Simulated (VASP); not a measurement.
Runs of VASP 6.6.1 on SnGeTe2. The structure is that of space group R-3m (No. 166), or close to it. The cells are those of the table. 

```tsv
cell	gap on the mesh (eV)	pressure (GPa)	largest force (eV/Å)
a = 7.626 Å, angles 33.4°, 4 atoms	0.27	0.0	-
a = 7.470 Å, angles 33.4°, 4 atoms	(a)	(b)	0.01
a = 7.775 Å, angles 33.4°, 4 atoms	0.39	(c)	0.01
a = 7.549 Å, angles 33.4°, 4 atoms	0.20	1.5	0.01
a = 7.701 Å, angles 33.4°, 4 atoms	0.34	-1.3	0.01
```

Alike in all rows: task single point; level PBE; potentials or basis VASP PAW PBE potentials, release 64 (Ge_d, Sn_d, Te); no spin polarisation; k mesh 6 × 6 × 6; cutoff (eV) 520; smearing gaussian 0.01 eV.

Task: Fill in the values left out.

Result: (a) 0.12; (b) 3.1; (c) -2.3.

Caveats: spin-orbit coupling is left out, which moves the levels of the heavy elements.

A k mesh can miss the band edges, and the runs leave out spin-orbit coupling on Ge, Sn, Te.
